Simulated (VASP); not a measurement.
# CuOs2 (Fm-3m) in VASP: density of states with PBE

Aim: the density of states of CuOs2 with PBE.

Everything below comes from runs of VASP 6.6.1. Logs are shortened: lines on timing, memory, paths and dates and some standing lists are left out, and cuts for length are marked.

### Step 1. The cell of the first run

The structure is cubic, space group Fm-3m (No. 225). The conventional cell has a = 5.669 Å, b = 5.669 Å, c = 5.669 Å, α = 90.00°, β = 90.00°, γ = 90.00°. Cu (site symmetry m-3m) has 8 Os at 2.45 Å within 3.2 Å. Os (site symmetry -43m) has 4 Cu at 2.45 Å and 6 Os at 2.83 Å within 3.2 Å.

### Step 2. Density of states, PBE

POSCAR

```
CuOs2
1.0
    0.0000000000      2.8343141793      2.8343141793
    2.8343141793      0.0000000000      2.8343141793
    2.8343141793      2.8343141793      0.0000000000
Cu Os
1 2
Direct
    0.0000000000      0.0000000000      0.0000000000
    0.2500000000      0.2500000000      0.2500000000
    0.7500000000      0.7500000000      0.7500000000
```

INCAR.step1

```
SYSTEM = CuOs2
ALGO     = Normal         ! electronic algorithm
EDIFF    = 1E-6           ! SCF threshold, eV
ENCUT    = 520            ! plane-wave cutoff, eV
GGA      = PE             ! functional
ISIF     = 2              ! what is computed and relaxed
ISMEAR   = 0              ! smearing method
LASPH    = .True.         ! aspherical terms in the spheres
LCHARG   = .True.         ! write CHGCAR
LMAXMIX  = 4              ! l up to which the mixer works
LREAL    = .False.        ! projectors in reciprocal space
LWAVE    = .False.        ! write WAVECAR
NBANDS   = 20             ! bands
NELM     = 100            ! most SCF steps
PREC     = Accurate       ! precision mode
SIGMA    = 0.1            ! smearing width, eV
```

KPOINTS.step1

```
k-points
0
Gamma
  14 14 14
  0 0 0
```

INCAR.step2

```
SYSTEM = CuOs2
ALGO     = Normal         ! electronic algorithm
EDIFF    = 1E-6           ! SCF threshold, eV
ENCUT    = 520            ! plane-wave cutoff, eV
GGA      = PE             ! functional
ICHARG   = 11             ! starting density
ISIF     = 2              ! what is computed and relaxed
ISMEAR   = -5             ! smearing method
LASPH    = .True.         ! aspherical terms in the spheres
LCHARG   = .False.        ! write CHGCAR
LMAXMIX  = 4              ! l up to which the mixer works
LORBIT   = 11             ! projections on sites
LREAL    = .False.        ! projectors in reciprocal space
LWAVE    = .False.        ! write WAVECAR
NBANDS   = 20             ! bands
NEDOS    = 2001           ! points of the DOS
NELM     = 100            ! most SCF steps
PREC     = Accurate       ! precision mode
SIGMA    = 0.1            ! smearing width, eV
```

KPOINTS.step2

```
k-points
0
Gamma
  21 21 21
  0 0 0
```

Potentials or basis: VASP PAW PBE potentials, release 64 (Cu, Os).

Started as:

```sh
$ cat potpaw_PBE.64/Cu/POTCAR potpaw_PBE.64/Os/POTCAR > POTCAR
$ cp INCAR.step1 INCAR
$ cp KPOINTS.step1 KPOINTS
$ mpirun -np 1 vasp_std > vasp.out
$ cp INCAR.step2 INCAR
$ cp KPOINTS.step2 KPOINTS
$ mpirun -np 1 vasp_std > vasp.out
```

OUTCAR:

```text
SYSTEM = CuOs2
   EDIFF = 1E-6
   ENCUT = 520
   GGA = PE
   ICHARG = 11
   ISIF = 2
   ISMEAR = -5
   LASPH = .True.
   LORBIT = 11
   LREAL = .False.
   NELM = 100
   PREC = Accurate

 ion  position               nearest neighbor table
   1  0.000  0.000  0.000-   2 2.45   3 2.45   3 2.45   3 2.45   3 2.45   2 2.45   2 2.45   2 2.45

   2  0.250  0.250  0.250-   1 2.45   1 2.45   1 2.45   1 2.45   3 2.83   3 2.83   3 2.83   3 2.83
                             3 2.83   3 2.83
   3  0.750  0.750  0.750-   1 2.45   1 2.45   1 2.45   1 2.45   2 2.83   2 2.83   2 2.83   2 2.83
                             2 2.83   2 2.83

  LATTYP: Found a face centered cubic cell.
 ALAT       =     5.6686283586

  Lattice vectors:

 A1 = (   0.0000000000,   2.8343141793,   2.8343141793)
 A2 = (   2.8343141793,   0.0000000000,   2.8343141793)
 A3 = (   2.8343141793,   2.8343141793,   0.0000000000)

Analysis of symmetry for initial positions (statically):
=====================================================================
 Subroutine PRICEL returns:
 Original cell was already a primitive cell.

 Routine SETGRP: Setting up the symmetry group for a
 face centered cubic supercell.

 Subroutine GETGRP returns: Found 48 space group operations
 (whereof 48 operations were pure point group operations)
 out of a pool of 48 trial point group operations.

The static configuration has the point symmetry O_h .

Analysis of symmetry for dynamics (positions and initial velocities):
=====================================================================
 Subroutine PRICEL returns:
 Original cell was already a primitive cell.

 Routine SETGRP: Setting up the symmetry group for a
 face centered cubic supercell.

 Subroutine GETGRP returns: Found 48 space group operations
 (whereof 48 operations were pure point group operations)
 out of a pool of 48 trial point group operations.

The dynamic configuration has the point symmetry O_h .

 Subroutine INISYM returns: Found 48 space group operations
 (whereof 48 operations are pure point group operations),
 and found     1 'primitive' translations

----------------------------------------------------------------------------------------

                                     Primitive cell

  volume of cell :      45.5380

  direct lattice vectors                    reciprocal lattice vectors
     0.000000000  2.834314179  2.834314179    -0.176409519  0.176409519  0.176409519
     2.834314179  0.000000000  2.834314179     0.176409519 -0.176409519  0.176409519
     2.834314179  2.834314179  0.000000000     0.176409519  0.176409519 -0.176409519

  length of vectors
     4.008325552  4.008325552  4.008325552     0.305550249  0.305550249  0.305550249

  position of ions in fractional coordinates (direct lattice)
     0.000000000  0.000000000  0.000000000
     0.250000000  0.250000000  0.250000000
     0.750000000  0.750000000  0.750000000

  ion indices of the primitive-cell ions
   primitive index   ion index
                 1           1
                 2           2
                 3           3

----------------------------------------------------------------------------------------

 KPOINTS: k-points

Automatic generation of k-mesh.
 Grid dimensions read from file:
 generate k-points for:   21   21   21

 Generating k-lattice:

  Cartesian coordinates                     Fractional coordinates (reciprocal lattice)
    -0.008400453  0.008400453  0.008400453     0.047619048  0.000000000  0.000000000
     0.008400453 -0.008400453  0.008400453     0.000000000  0.047619048  0.000000000
     0.008400453  0.008400453 -0.008400453     0.000000000  0.000000000  0.047619048

  Length of vectors
     0.014550012  0.014550012  0.014550012

  Shift w.r.t. Gamma in fractional coordinates (k-lattice)
     0.000000000  0.000000000  0.000000000

 TETIRR: Found   1276 inequivalent tetrahedra from    55566

 Subroutine IBZKPT returns following result:
 ===========================================

 Found    286 irreducible k-points:

 Following reciprocal coordinates:
            Coordinates               Weight
  0.000000  0.000000  0.000000      1.000000
  0.047619  0.000000  0.000000      8.000000
  0.095238  0.000000  0.000000      8.000000
  0.142857  0.000000  0.000000      8.000000
  0.190476  0.000000  0.000000      8.000000
  0.238095  0.000000  0.000000      8.000000
[... 16 lines left out ...]
 -0.428571  0.047619  0.000000     24.000000
 -0.380952  0.047619  0.000000     24.000000
 [... further k-points ...]
   k-points           NKPTS =    286   k-points in BZ     NKDIM =    286   number of bands    NBANDS=     20
   number of dos      NEDOS =   2001   number of ions     NIONS =      3
   total plane-waves  NPLWV =  27000
   dimension x,y,z NGX =    30 NGY =   30 NGZ =   30
   dimension x,y,z NGXF=    60 NGYF=   60 NGZF=   60
   ions per type =               1   2
   NGX,Y,Z   is equivalent  to a cutoff of  12.44, 12.44, 12.44 a.u.
   NGXF,Y,Z  is equivalent  to a cutoff of  24.89, 24.89, 24.89 a.u.
 SYSTEM =  CuOs2
   PREC   = accura    normal or accurate (medium, high low for compatibility)
   ISTART =      0    job   : 0-new  1-cont  2-samecut
   ICHARG =     11    charge: 1-file 2-atom 10-const
   ISPIN  =      1    spin polarized calculation?
   LNONCOLLINEAR =      F non collinear calculations
   LSORBIT =      F    spin-orbit coupling
   LASPH  =      T    aspherical Exc in radial PAW
   ENCUT  =  520.0 eV  38.22 Ry    6.18 a.u.   7.45  7.45  7.45*2*pi/ulx,y,z
   NELM   =    100;   NELMIN=  2; NELMDL=  0     # of ELM steps
   EDIFF  = 0.1E-05   stopping-criterion for ELM
   LREAL  =      F    real-space projection
   EDIFFG = 0.1E-04   stopping-criterion for IOM
   NSW    =      0    number of steps for IOM
   IBRION =     -1    ionic relax: 0-MD 1-quasi-New 2-CG
   NFREE  =      0    steps in history (QN), initial steepest desc. (CG)
   ISIF   =      2    stress and relaxation
   ISYM   =      2    0-nonsym 1-usesym 2-fastsym
   POTIM  = 0.5000    time-step for ionic-motion
   TEBEG  =    0.0;   TEEND  =   0.0 temperature during run
   PSTRESS=    0.0 pullay stress
   NELECT =      27.0000    total number of electrons
   NUPDOWN=      -1.0000    fix difference up-down
   EMIN   =  10.00;   EMAX   =-10.00  energy-range for DOS
   EFERMI =   0.00;   METHOD = LEGACY
   ISMEAR =    -5;   SIGMA  =   0.10  broadening in eV -4-tet -1-fermi 0-gaus
   EFERMI_NEDOS =   21; number of points for ismear=-14 and -15
   IALGO  =     38    algorithm
   IMIX   =      4    mixing-type and parameters
     AMIX     =   0.40;   BMIX     =  1.00
     AMIX_MAG =   1.60;   BMIX_MAG =  1.00
  volume/ion in A,a.u.               =      15.18       102.44
  Fermi-wavevector in a.u.,A,eV,Ry     =   1.375323  2.598984 25.735608  1.891514
  Thomas-Fermi vector in A             =   2.500669
   LORBIT       =     11    0 simple, 1 ext, 2 COOP (PROOUT), +10 PAW based schemes
   GGA     = PE    functional components
   LHFCALC =     F    Hartree Fock is set to
   AEXX    =    0.0000 exact exchange contribution
   IVDW    =     0    specifies the selected vdW correction
   LEPSILON=     F    determine dielectric tensor
   LRPA    =     F    only Hartree local field effects (RPA)
 non-spin polarized calculation
 Fermi weights with tetrahedron method with Bloechl corrections
  energy-cutoff  :      520.00
  volume of cell :       45.54
 maximum number of plane-waves:      1245
 NGX is ok and might be reduce to    30

 number of electron      27.0000013 magnetization

 Free energy of the ion-electron system (eV)
  ---------------------------------------------------
  ext. energy  EPLUGINS =         0.00000000
  ---------------------------------------------------
  free energy    TOTEN  =       -22.52088386 eV

  energy without entropy =      -22.52088386  energy(sigma->0) =      -22.52088386

 E-fermi :   6.9310     XC(G=0): -12.7690

 val. band max:        6.9620512877   @ k =  -0.4762   0.2381   0.0000
 cond. band min:       6.9068156857   @ k =  -0.4762   0.3810   0.0000
 fundamental gap:     -0.0552356020
 Fermi energy:         6.9310165469

 k-point     1 :       0.0000    0.0000    0.0000
  band No.  band energies     occupation
      1      -2.3446      2.00000
      2       1.2303      2.00000
      3       1.2303      2.00000
      4       2.4695      2.00000
      5       2.4695      2.00000
      6       2.4695      2.00000
[... 12 lines left out ...]
     19      15.1683      0.00000
     20      15.1683      0.00000

 k-point     2 :       0.0476    0.0000    0.0000
  band No.  band energies     occupation
      1      -2.3036      2.00000
      2       1.2488      2.00000
      3       1.2488      2.00000
      4       2.3591      2.00000
      5       2.4424      2.00000
      6       2.4424      2.00000
[... 12 lines left out ...]
     19      15.2349      0.00000
     20      15.2349      0.00000

 k-point     3 :       0.0952    0.0000    0.0000
  band No.  band energies     occupation
      1      -2.1814      2.00000
      2       1.3039      2.00000
      3       1.3039      2.00000
      4       2.2228      2.00000
      5       2.4023      2.00000
      6       2.4023      2.00000
[... 12 lines left out ...]
     19      15.4140      0.00000
     20      15.4140      0.00000

 k-point     4 :       0.1429    0.0000    0.0000
  band No.  band energies     occupation
      1      -1.9804      2.00000
      2       1.3933      2.00000
      3       1.3933      2.00000
      4       2.1045      2.00000
      5       2.3658      2.00000
      6       2.3658      2.00000
[... 429 lines left out ...]
 k-point    23 :      -0.4286    0.0476    0.0000
  band No.  band energies     occupation
      1       0.4802      2.00000
      2       1.9590      2.00000
      3       2.1467      2.00000
      4       2.2188      2.00000
      5       2.2579      2.00000
      6       2.2899      2.00000
[... 12 lines left out ...]
     19      16.1402      0.00000
     20      17.1273      0.00000

 k-point    24 :      -0.3810    0.0476    0.0000
  band No.  band energies     occupation
      1       0.0934      2.00000
      2       1.9412      2.00000
      3       2.1492      2.00000
      4       2.1908      2.00000
      5       2.1993      2.00000
      6       2.2385      2.00000
[... 12 lines left out ...]
     19      16.2320      0.00000
     20      17.1231      0.00000

 [... further k-points ...]
[... 5 lines left out ...]
  --------------------------------------------------------------------------------------
  -------------------------------------------------------------------------------------
  Total       -0.2081551     -0.2081551     -0.2081551     -0.0000000     -0.0000000      0.0000000
  in kB       -7.3235825     -7.3235825     -7.3235825     -0.0000000     -0.0000000      0.0000000
  external PRESSURE =      -7.3235825 kB  Pullay stress =       0.0000000 kB

 VOLUME and BASIS-vectors are now :
 -----------------------------------------------------------------------------
  energy-cutoff  :      520.00
  volume of cell :       45.54
      direct lattice vectors                 reciprocal lattice vectors
     0.000000000  2.834314179  2.834314179    -0.176409519  0.176409519  0.176409519
     2.834314179  0.000000000  2.834314179     0.176409519 -0.176409519  0.176409519
     2.834314179  2.834314179  0.000000000     0.176409519  0.176409519 -0.176409519

 POSITION                                       TOTAL-FORCE (eV/Angst)
 -----------------------------------------------------------------------------------
      0.00000      0.00000      0.00000         0.000000      0.000000      0.000000
      1.41716      1.41716      1.41716         0.000000      0.000000      0.000000
      4.25147      4.25147      4.25147        -0.000000     -0.000000     -0.000000
 -----------------------------------------------------------------------------------
    total drift:                                0.000000     -0.000000     -0.000000

  FREE ENERGIE OF THE ION-ELECTRON SYSTEM (eV)
  ---------------------------------------------------
  free  energy   TOTEN  =       -22.5208838591 eV

  energy  without entropy=      -22.5208838591  energy(sigma->0) =      -22.52088386

 total charge

# of ion       s       p       d       tot
------------------------------------------
    1        0.580   0.695   9.069  10.344
    2        0.633   0.529   5.936   7.098
    3        0.633   0.529   5.936   7.098
--------------------------------------------------
tot          1.846   1.754  20.940  24.541
```

It took 1.9 min on 1 thread of Intel Xeon 6975P-C (Granite Rapids), shared host; peak memory 0.37 GiB.

Results:

- Valence electrons inside the program's atomic spheres: Cu 10.34; Os 7.10

Caveat: spin-orbit coupling is left out, which moves the levels of the heavy elements; tetrahedron occupations give inexact forces and stress in metals.
